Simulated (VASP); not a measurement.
Write the native input for VASP 6.6.1 that does the following.

| Property | Result |
| --- | --- |
| Task | single point |
| Functional | LDA |
| Potentials or basis | VASP PAW LDA potentials, release 64 (Ba_sv, Ti_sv, O) |
| Cutoff | 600 eV |
| k mesh | 8 × 8 × 8 |
| Occupations | gaussian, width 0.02 eV |
| Spin | no spin polarisation |
| Dipole correction | no |
| Further INCAR settings | ALGO = Normal; EDIFF = 1e-06; NBANDS = 28 |

The structure of BaTiO3 (eos) lies in POSCAR:

```
BaTiO3
1.0
    3.9734543893      0.0000000000      0.0000000000
    0.0000000000      3.9734543893      0.0000000000
    0.0000000000      0.0000000000      3.9734543893
Ba Ti O
1 1 3
Direct
    0.0000000000      0.0000000000      0.0000000000
    0.5000000000      0.5000000000      0.5000000000
    0.5000000000      0.5000000000      0.0000000000
    0.0000000000      0.5000000000      0.5000000000
    0.5000000000      0.0000000000      0.5000000000
```

This cell differs from its parent crystal: volume scaled by 1.03.

One way to write it, as run:

INCAR

```
PREC = Accurate
ENCUT = 600
EDIFF = 1E-6
ISMEAR = 0
SIGMA = 0.02
LREAL = False
LASPH = True
NELM = 120
ALGO = Normal
ISIF = 2
LWAVE = False
LCHARG = False
GGA = CA
NBANDS = 28
GGA_COMPAT = False
```

KPOINTS

```
regular mesh
0
Gamma
  8 8 8
```

Potentials or basis: VASP PAW LDA potentials, release 64 (Ba_sv, Ti_sv, O).

Launch:

```console
$ cat potpaw_LDA.64/Ba_sv/POTCAR potpaw_LDA.64/Ti_sv/POTCAR potpaw_LDA.64/O/POTCAR > POTCAR
$ mpirun -np 1 vasp_std > vasp.out
```

It gave:

```
Pressure               : -3.3 GPa
Band gap on the k mesh : 1.70 eV, indirect (least direct gap 1.82 eV)
```

Caveat: spin-orbit coupling is left out, which moves the levels of the heavy elements.

Wall time 89 s on 1 thread of Intel Xeon 8259CL (shared host), peak memory 0.21 GiB.
